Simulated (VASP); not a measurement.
Write the native input for VASP 6.6.1 that does the following.

- Task: single point
- Functional: PBE
- Potentials or basis: VASP PAW PBE potentials, release 64 (Zr_sv, Hf_pv, Te)
- Cutoff: 520 eV
- k mesh: 6 × 6 × 1
- Occupations: gaussian, width 0.2 eV
- Spin: no spin polarisation
- Dipole correction: no
- Further INCAR settings: ALGO = Normal; EDIFF = 1e-07; NBANDS = 59

The structure of HfZr3Te8 lies in POSCAR:

```
HfZr3Te8
1.0
    3.9717152732     -0.0000000289      0.0000000000
   -1.9858576116      3.4396063376      0.0000000000
    0.0000000000      0.0000000000     28.3462845000
Zr Hf Te
3 1 8
Direct
    0.0000000000      0.0000000000      0.7512670000
    0.0000000000      0.0000000000      0.0000000000
    0.0000000000      0.0000000000      0.2487330000
    0.0000000000      0.0000000000      0.5000000000
    0.3333333333      0.6666666667      0.8148030000
    0.3333333333      0.6666666667      0.0635590000
    0.3333333333      0.6666666667      0.3123330000
    0.3333333333      0.6666666667      0.5625950000
    0.6666666667      0.3333333333      0.9364410000
    0.6666666667      0.3333333333      0.1851970000
    0.6666666667      0.3333333333      0.4374050000
    0.6666666667      0.3333333333      0.6876670000
```

One way to write it, as run:

INCAR

```
PREC     = Accurate       # precision mode
ENCUT    = 520            # plane-wave cutoff, eV
EDIFF    = 1E-7           # SCF threshold, eV
ISMEAR   = 0              # smearing method
SIGMA    = 0.2            # smearing width, eV
LREAL    = F              # projectors in reciprocal space
LASPH    = T              # aspherical terms in the spheres
NELM     = 80             # most SCF steps
ALGO     = Normal         # electronic algorithm
ISIF     = 2              # what is computed and relaxed
LWAVE    = F              # write WAVECAR
LCHARG   = F              # write CHGCAR
GGA      = PE             # functional
NBANDS   = 59             # bands
```

KPOINTS

```
regular mesh
0
Gamma
  6 6 1
```

Potentials or basis: VASP PAW PBE potentials, release 64 (Zr_sv, Hf_pv, Te).

Command:

```bash
$ cat potpaw_PBE.64/Zr_sv/POTCAR potpaw_PBE.64/Hf_pv/POTCAR potpaw_PBE.64/Te/POTCAR > POTCAR
$ mpirun -np 1 vasp_std > vasp.out
```

It gave:

```
Pressure               : 0.0 GPa
Largest force          : 0.012 eV/Å
Band gap on the k mesh : zero (bands 47 and 48 overlap by 0.66 eV)
```

Caveat: spin-orbit coupling is left out, which moves the levels of the heavy elements; this functional lacks dispersion, which binds the layers, so the pressure and a relaxed spacing across them are unreliable.

It took 5.9 min on 1 thread of AMD EPYC 9R45 96-Core Processor (Zen 5) (shared host), peak memory 0.49 GiB.
